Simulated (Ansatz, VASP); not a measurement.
## Cd: VASP beside Ansatz

```xyz
2
Lattice="2.9789 0.0000 0.0000 -1.4894 2.5282 0.0000 0.0000 0.0000 5.6177" Properties=species:S:1:pos:R:3 pbc="T T T"
Cd    0.0000    1.6855    1.4044
Cd    1.4894    0.8427    4.2132
```

Change from the starting cell: strain -0.0200 x Voigt [0, 1, 0, 0, 0, 0], atoms carried along.

Alike in both runs: task single point; functional PBEsol; k mesh 18 × 18 × 8; occupations gaussian, width 0.15 eV; no spin polarisation.

|  | VASP | Ansatz |
| --- | --- | --- |
| version | VASP 6.6.1 | Ansatz 0.2.0 |
| potentials or method | VASP PAW PBE potentials, release 64 (Cd), cutoff 520 eV | scalar-relativistic, plane waves, PAW |
| valence electrons in the cell | 24 | 40 |

```csv
,VASP,Ansatz,Ansatz less VASP
gap on the k mesh at the Fermi level (eV),none,none,-
pressure (GPa),0.2,-0.2,-0.42
"traceless stress, the component that is largest in VASP (GPa)",1.06,0.95,-0.105
rms of the force components (eV/Å),0.004,0.004,0.0000
```

VASP's potentials were made for PBE, not for PBEsol. Atom by atom the forces differ by 0.000 eV/Å (rms over components). A gap of «none» marks a metal or a gap that the smearing closes. With one functional, cell and mesh, what is left measures potentials, basis and numerics. VASP's potentials hold 24 valence electrons a cell and Ansatz's 40, so a difference there can come from the potentials and not from the codes.
